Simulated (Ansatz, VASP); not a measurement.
AlN: VASP beside Ansatz

```
Al N
1.0
     3.08877   -0.00772   -0.00772
    -1.55107    2.67882   -0.00283
    -0.01236   -0.01236    4.94325
Al N
2 2
Direct
  0.33402 0.66700 0.99902
  0.66689 0.33367 0.49902
  0.33375 0.66634 0.38099
  0.66534 0.33299 0.88098
```

Change from the starting cell: equal xy, yz and zx engineering shears of -0.5 %.

Alike in both runs: functional LDA; k mesh 8 × 8 × 6; no spin polarisation.

Ansatz relaxed the structure, and its values are those at the end. VASP's run is a single point on that final structure, the one shown.

```csv
,VASP,Ansatz
version,VASP 6.6.1,Ansatz 0.2.0
potentials or method,"VASP PAW LDA potentials, release 64 (Al, N), cutoff 520 eV","all-electron LAPW, scalar-relativistic"
occupations,"gaussian, width 0.01 eV",fixed
```

```csv
,VASP,Ansatz,Ansatz less VASP
gap on the k mesh at the Fermi level (eV),4.42,4.41,-0.006
pressure (GPa),0.6,0.0,-0.60
```

LDA's correlation is that of Perdew and Zunger in VASP and of Perdew and Wang (1992) in Ansatz. Ansatz ran all-electron here, and VASP with PAW potentials.
